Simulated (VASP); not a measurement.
# C (P-1) in VASP: notebook

C is run at these levels: PBEsol; tasks: single point.

Program: VASP 6.6.1. These are calculated values, not measurements. Logs are shortened: lines on timing, memory, paths and dates and some standing lists are left out, and cuts for length are marked.

### Step 1. The cell of the first run

The typed cell holds 10 atoms: a = 2.459 Å, b = 3.891 Å, c = 10.490 Å, α = 85.14°, β = 92.25°, γ = 108.29°.

### Step 2. Single point, PBEsol (the part above a cut slid along it)

Input file INCAR:

```
  PREC = Accurate
  ENCUT = 520
  EDIFF = 1E-6
  ISMEAR = 0
  SIGMA = 0.05
  LREAL = F
  LASPH = T
  NELM = 100
  ALGO = Normal
  ISIF = 2
  LWAVE = F
  LCHARG = F
  GGA = PS
  NBANDS = 31
```

Input file KPOINTS:

```
regular mesh
0
Gamma
  11 7 3
```

Input file POSCAR:

```
C
1.0
   -2.1294220588     -1.2294315772      0.0088643343
    1.3950280734      0.0000000000     -3.6324024213
    5.5683531421     -8.8109263031      1.1856851931
C
10
Direct
    0.8222021783      0.1221826948      0.0666694635
    0.3888688450      0.1888493615      0.2666694635
   -0.0444644883      0.2555160281      0.4666694635
    0.5222021783      0.3221826948      0.6666694635
    0.0888688450      0.3888493615      0.8666694635
    0.6111311550     -0.5888493615      0.9333305365
    0.3444644883      0.1444839719      0.1333305365
    0.9111311550      0.2111506385      0.3333305365
    0.4777978216      0.2778173052      0.5333305365
    0.0444644883      0.3444839719      0.7333305365
```

Potentials or basis: VASP PAW PBE potentials, release 64 (C).

Run with:

```
$ cat potpaw_PBE.64/C/POTCAR > POTCAR
$ mpirun -np 1 vasp_std > vasp.out
```

OUTCAR:

```text
PREC = Accurate
   ENCUT = 520
   EDIFF = 1E-6
   ISMEAR = 0
   LREAL = F
   LASPH = T
   NELM = 100
   ISIF = 2
   GGA = PS

 ion  position               nearest neighbor table
   1  0.822  0.122  0.067-   7 1.42   7 1.42   6 1.88
   2  0.389  0.189  0.267-   8 1.42   8 1.42   7 1.42
   3  0.956  0.256  0.467-   9 1.42   9 1.42   8 1.42
   4  0.522  0.322  0.667-  10 1.42  10 1.42   9 1.42
   5  0.089  0.389  0.867-   6 1.42   6 1.42  10 1.42
   6  0.611  0.411  0.933-   5 1.42   5 1.42   1 1.88
   7  0.344  0.144  0.133-   1 1.42   1 1.42   2 1.42
   8  0.911  0.211  0.333-   2 1.42   2 1.42   3 1.42
   9  0.478  0.278  0.533-   3 1.42   3 1.42   4 1.42
  10  0.044  0.344  0.733-   4 1.42   4 1.42   5 1.42

  LATTYP: Found a triclinic cell.
 ALAT       =     2.4588653652
 B/A-ratio  =     1.5845775789
 C/A-ratio  =     4.4200424594
 COS(alpha) =     0.0140870458
 COS(beta)  =     0.2642022656
 COS(gamma) =     0.3176507203

  Lattice vectors:

 A1 = (   2.1294220588,   1.2294315772,  -0.0088643343)
 A2 = (   0.7343939854,   1.2294315772,   3.6235380870)
 A3 = (   7.6977752009,  -7.5814947259,   1.1768208588)

Analysis of symmetry for initial positions (statically):
=====================================================================
 Subroutine PRICEL returns:
 Original cell was already a primitive cell.

 Routine SETGRP: Setting up the symmetry group for a
 triclinic supercell.

 Subroutine GETGRP returns: Found  2 space group operations
 (whereof  1 operations were pure point group operations)
 out of a pool of  2 trial point group operations.

The static configuration has the point symmetry C_1 .
 The point group associated with its full space group is S_2 .

Analysis of symmetry for dynamics (positions and initial velocities):
=====================================================================
 Subroutine PRICEL returns:
 Original cell was already a primitive cell.

 Routine SETGRP: Setting up the symmetry group for a
 triclinic supercell.

 Subroutine GETGRP returns: Found  2 space group operations
 (whereof  1 operations were pure point group operations)
 out of a pool of  2 trial point group operations.

The dynamic configuration has the point symmetry C_1 .
 The point group associated with its full space group is S_2 .

 Subroutine INISYM returns: Found  2 space group operations
 (whereof  1 operations are pure point group operations),
 and found     1 'primitive' translations

----------------------------------------------------------------------------------------

                                     Primitive cell

  volume of cell :      94.9435

  direct lattice vectors                    reciprocal lattice vectors
    -2.129422059 -1.229431577  0.008864334    -0.337093462 -0.230458806 -0.129461108
     1.395028073  0.000000000 -3.632402421     0.014530915 -0.027112801 -0.269719280
     5.568353142 -8.810926303  1.185685193     0.047036297 -0.081338402  0.018064341

  length of vectors
     2.458865365  3.891073204 10.490225375     0.428373017  0.271467754  0.095680036

  position of ions in fractional coordinates (direct lattice)
     0.822202178  0.122182695  0.066669463
     0.388868845  0.188849361  0.266669464
     0.955535512  0.255516028  0.466669463
     0.522202178  0.322182695  0.666669463
     0.088868845  0.388849362  0.866669464
     0.611131155  0.411150638  0.933330537
     0.344464488  0.144483972  0.133330536
     0.911131155  0.211150639  0.333330537
     0.477797822  0.277817305  0.533330537
     0.044464488  0.344483972  0.733330536

  ion indices of the primitive-cell ions
   primitive index   ion index
                 1           1
                 2           2
                 3           3
                 4           4
                 5           5
                 6           6
                 7           7
                 8           8
                 9           9
                10          10

----------------------------------------------------------------------------------------

 KPOINTS: regular mesh

Automatic generation of k-mesh.
 Grid dimensions read from file:
 generate k-points for:   11    7    3

 Generating k-lattice:

  Cartesian coordinates                     Fractional coordinates (reciprocal lattice)
    -0.030644860 -0.020950801 -0.011769192     0.090909091  0.000000000  0.000000000
     0.002075845 -0.003873257 -0.038531326    -0.000000000  0.142857143 -0.000000000
     0.015678766 -0.027112801  0.006021447     0.000000000 -0.000000000  0.333333333

  Length of vectors
     0.038943002  0.038781108  0.031893345

  Shift w.r.t. Gamma in fractional coordinates (k-lattice)
     0.000000000  0.000000000  0.000000000

 Subroutine IBZKPT returns following result:
 ===========================================

 Found    116 irreducible k-points:

 Following reciprocal coordinates:
            Coordinates               Weight
  0.000000  0.000000  0.000000      1.000000
  0.090909  0.000000  0.000000      2.000000
  0.181818  0.000000  0.000000      2.000000
  0.272727  0.000000  0.000000      2.000000
  0.363636  0.000000  0.000000      2.000000
  0.454545  0.000000  0.000000      2.000000
[... 16 lines left out ...]
  0.454545  0.285714  0.000000      2.000000
 -0.454545  0.285714 -0.000000      2.000000
 [... further k-points ...]
   k-points           NKPTS =    116   k-points in BZ     NKDIM =    116   number of bands    NBANDS=     31
   number of dos      NEDOS =    301   number of ions     NIONS =     10
   total plane-waves  NPLWV =  43200
   dimension x,y,z NGX =    18 NGY =   30 NGZ =   80
   dimension x,y,z NGXF=    36 NGYF=   60 NGZF=  160
   ions per type =              10
   NGX,Y,Z   is equivalent  to a cutoff of  12.17, 12.82, 12.68 a.u.
   NGXF,Y,Z  is equivalent  to a cutoff of  24.34, 25.63, 25.36 a.u.
 SYSTEM =  unknown system
   PREC   = accura    normal or accurate (medium, high low for compatibility)
   ISTART =      0    job   : 0-new  1-cont  2-samecut
   ICHARG =      2    charge: 1-file 2-atom 10-const
   ISPIN  =      1    spin polarized calculation?
   LNONCOLLINEAR =      F non collinear calculations
   LSORBIT =      F    spin-orbit coupling
   LASPH  =      T    aspherical Exc in radial PAW
   ENCUT  =  520.0 eV  38.22 Ry    6.18 a.u.   4.57  7.23 19.50*2*pi/ulx,y,z
   NELM   =    100;   NELMIN=  2; NELMDL= -5     # of ELM steps
   EDIFF  = 0.1E-05   stopping-criterion for ELM
   LREAL  =      F    real-space projection
   EDIFFG = 0.1E-04   stopping-criterion for IOM
   NSW    =      0    number of steps for IOM
   IBRION =     -1    ionic relax: 0-MD 1-quasi-New 2-CG
   NFREE  =      0    steps in history (QN), initial steepest desc. (CG)
   ISIF   =      2    stress and relaxation
   ISYM   =      2    0-nonsym 1-usesym 2-fastsym
   POTIM  = 0.5000    time-step for ionic-motion
   TEBEG  =    0.0;   TEEND  =   0.0 temperature during run
   PSTRESS=    0.0 pullay stress
   NELECT =      40.0000    total number of electrons
   NUPDOWN=      -1.0000    fix difference up-down
   EMIN   =  10.00;   EMAX   =-10.00  energy-range for DOS
   EFERMI =   0.00;   METHOD = LEGACY
   ISMEAR =     0;   SIGMA  =   0.05  broadening in eV -4-tet -1-fermi 0-gaus
   EFERMI_NEDOS =   21; number of points for ismear=-14 and -15
   IALGO  =     38    algorithm
   IMIX   =      4    mixing-type and parameters
     AMIX     =   0.40;   BMIX     =  1.00
     AMIX_MAG =   1.60;   BMIX_MAG =  1.00
  volume/ion in A,a.u.               =       9.49        64.07
  Fermi-wavevector in a.u.,A,eV,Ry     =   1.227269  2.319202 20.492948  1.506189
  Thomas-Fermi vector in A             =   2.362239
   LORBIT       =      0    0 simple, 1 ext, 2 COOP (PROOUT), +10 PAW based schemes
   GGA     = PS    functional components
   LHFCALC =     F    Hartree Fock is set to
   AEXX    =    0.0000 exact exchange contribution
   IVDW    =     0    specifies the selected vdW correction
   LEPSILON=     F    determine dielectric tensor
   LRPA    =     F    only Hartree local field effects (RPA)
 non-spin polarized calculation
 Gauss-broadening in eV      SIGMA  =   0.05
  energy-cutoff  :      520.00
  volume of cell :       94.94
 maximum number of plane-waves:      2580
   NGX =  9   NGY = 15   NGZ = 39

 number of electron      40.0000002 magnetization

 Free energy of the ion-electron system (eV)
  ---------------------------------------------------
  ext. energy  EPLUGINS =         0.00000000
  ---------------------------------------------------
  free energy    TOTEN  =       -91.56836823 eV

  energy without entropy =      -91.56734148  energy(sigma->0) =      -91.56785485

 E-fermi :   3.6464     XC(G=0): -10.1088

 val. band max:        3.6371114405   @ k =   0.3636   0.0000   0.3333
 cond. band min:       3.6571679062   @ k =   0.4545   0.0000   0.3333
 fundamental gap:      0.0200564657
 Fermi energy:         3.6464247171

 k-point     1 :       0.0000    0.0000    0.0000
  band No.  band energies     occupation
      1     -15.5732      2.00000
      2     -14.7221      2.00000
      3     -14.3743      2.00000
      4     -11.9785      2.00000
      5     -11.5230      2.00000
      6      -7.5214      2.00000
[... 23 lines left out ...]
     30      12.0530      0.00000
     31      12.5108      0.00000

 k-point     2 :       0.0909    0.0000    0.0000
  band No.  band energies     occupation
      1     -15.4217      2.00000
      2     -14.5749      2.00000
      3     -14.2226      2.00000
      4     -11.8454      2.00000
      5     -11.3791      2.00000
      6      -7.4240      2.00000
[... 740 lines left out ...]
 k-point    24 :      -0.4545    0.2857   -0.0000
  band No.  band energies     occupation
      1     -11.9539      2.00000
      2     -11.2253      2.00000
      3     -10.8215      2.00000
      4     -10.3853      2.00000
      5      -9.4925      2.00000
      6      -8.9570      2.00000
[... 23 lines left out ...]
     30      13.0370      0.00000
     31      13.8145      0.00000

 [... further k-points ...]

------------------------ aborting loop because EDIFF is reached ----------------------------------------

  FORCE on cell =-STRESS in cart. coord.  units (eV):
  Direction    XX          YY          ZZ          XY          YZ          ZX
  --------------------------------------------------------------------------------------
  -------------------------------------------------------------------------------------
  Total        6.4647105     -3.6501274     -2.0737639     -6.0224776      1.3927068      5.8907769
  in kB      109.0923927    -61.5961271    -34.9948959   -101.6296849     23.5020148     99.4072282
  external PRESSURE =       4.1671232 kB  Pullay stress =       0.0000000 kB

 VOLUME and BASIS-vectors are now :
 -----------------------------------------------------------------------------
  energy-cutoff  :      520.00
  volume of cell :       94.94
      direct lattice vectors                 reciprocal lattice vectors
    -2.129422059 -1.229431577  0.008864334    -0.337093462 -0.230458806 -0.129461108
     1.395028073  0.000000000 -3.632402421     0.014530915 -0.027112801 -0.269719280
     5.568353142 -8.810926303  1.185685193     0.047036297 -0.081338402  0.018064341

 POSITION                                       TOTAL-FORCE (eV/Angst)
 -----------------------------------------------------------------------------------
     -1.20913     -1.59826     -0.35748         4.063911      1.772254     -2.504450
      0.92029     -2.82769     -0.36634         0.638118     -0.124596      0.719436
      0.92029     -5.28656     -0.36634         0.053030     -0.005419     -0.103687
      3.04972     -6.51599     -0.37521         0.032510     -0.006420      0.062316
      5.17914     -7.74542     -0.38407         0.195769      0.272635     -0.663321
      4.46932     -8.97485     -0.38141        -4.063911     -1.772254      2.504450
      0.21048     -1.59826     -0.36368        -0.195769     -0.272635      0.663321
      0.21048     -4.05712     -0.36368        -0.032510      0.006420     -0.062316
      2.33990     -5.28656     -0.37255        -0.053030      0.005419      0.103687
      4.46932     -6.51599     -0.38141        -0.638118      0.124596     -0.719436
 -----------------------------------------------------------------------------------
    total drift:                               -0.000001      0.000002      0.000001

  FREE ENERGIE OF THE ION-ELECTRON SYSTEM (eV)
  ---------------------------------------------------
  free  energy   TOTEN  =       -91.5683682301 eV

  energy  without entropy=      -91.5673414757  energy(sigma->0) =      -91.56785485
```

Wall time 3 min (1 thread of AMD EPYC 9R45 (Zen 5), shared host); peak memory 0.31 GiB.

Results:

```
Free energy   : -91.5684 eV
Pressure      : 0.4 GPa
Largest force : 5.092 eV/Å
```

Forces in eV/Å, atoms in the order of the input:
```
C    4.064  1.772 -2.504
C    0.638 -0.125  0.719
C    0.053 -0.005 -0.104
C    0.033 -0.006  0.062
C    0.196  0.273 -0.663
C   -4.064 -1.772  2.504
C   -0.196 -0.273  0.663
C   -0.033  0.006 -0.062
C   -0.053  0.005  0.104
C   -0.638  0.125 -0.719
```

Stress tensor (GPa, compression positive):
```
 10.91 -10.16   9.94
-10.16  -6.16   2.35
  9.94   2.35  -3.50
```

Caveat: the cell differs from its parent crystal (the part above a cut slid along it); the stress differs along the axes, from -6 to 11 GPa; this functional lacks dispersion, which binds layers or chains, so the pressure and a relaxed spacing across them are unreliable; the PAW data sets were made with another functional, which shifts forces and pressure a little.

### Step 3. Single point, PBEsol (the part above a cut slid along it)

Input file INCAR:

```
SYSTEM = C
  ALGO = Normal
  EDIFF = 1E-6
  ENCUT = 520
  GGA = PS
  ISIF = 2
  ISMEAR = 0
  LASPH = .TRUE.
  LCHARG = .FALSE.
  LREAL = .FALSE.
  LWAVE = .FALSE.
  NBANDS = 31
  NELM = 80
  PREC = Accurate
  SIGMA = 0.05
```

Input file KPOINTS:

```
k-points
0
G
  11 7 3
  0 0 0
```

Input file POSCAR:

```
C
1.0
   -2.1294220588     -1.2294315772      0.0088643343
    1.3950280734      0.0000000000     -3.6324024213
    4.3935364314     -9.2207368288      2.3994407783
C
10
Direct
    0.7999790239      0.1444058493      0.0666694635
    0.2999790239      0.2777391826      0.2666694635
   -0.2000209762      0.4110725160      0.4666694635
    0.2999790239      0.5444058493      0.6666694635
   -0.2000209761      0.6777391826      0.8666694635
    0.3000209761     -0.2777391826      0.9333305365
    0.3000209762      0.1889274840      0.1333305365
    0.8000209761      0.3222608174      0.3333305365
    0.3000209762      0.4555941507      0.5333305365
   -0.1999790238      0.5889274840      0.7333305365
```

Potentials or basis: VASP PAW PBE potentials, release 64 (C).

Run with:

```
$ cat potpaw_PBE.64/C/POTCAR > POTCAR
$ mpirun -np 1 vasp_std > vasp.out
```

It took 2.9 min on 1 thread of AMD EPYC 9R45 (Zen 5), shared host; peak memory 0.31 GiB.

It converged, with:

- Free energy: -91.6806 eV
- Pressure: -2.8 GPa
- Largest force: 2.662 eV/Å
- Band gap on the k mesh: 0.09 eV (least direct gap 0.19 eV)

Forces on the atoms (eV/Å):
```
C    1.962  1.070  1.446
C    0.374 -0.211 -0.525
C    0.008  0.005  0.072
C    0.011 -0.014 -0.020
C    0.771 -0.825 -0.252
C   -1.962 -1.070 -1.446
C   -0.771  0.825  0.252
C   -0.011  0.014  0.020
C   -0.008 -0.005 -0.072
C   -0.374  0.211  0.525
```

Stress tensor (GPa, compression positive):
```
 4.95 -4.50 -4.98
-4.50 -8.15 -4.87
-4.98 -4.87 -5.13
```

Levels at points of the mesh, in eV from the valence-band top:
| k point | band 18 | band 19 | band 20 | band 21 | band 22 | band 23 |
| --- | --- | --- | --- | --- | --- | --- |
| (0.00, 0.00, 0.00) | -3.05 | -2.19 | -1.49 | 1.35 | 2.67 | 4.10 |

Caveat: the cell differs from its parent crystal (the part above a cut slid along it); the stress differs along the axes, from -8 to 5 GPa; semilocal functionals underestimate gaps, and a narrow one can read as zero; the PAW data sets were made with another functional, which shifts forces and pressure a little.
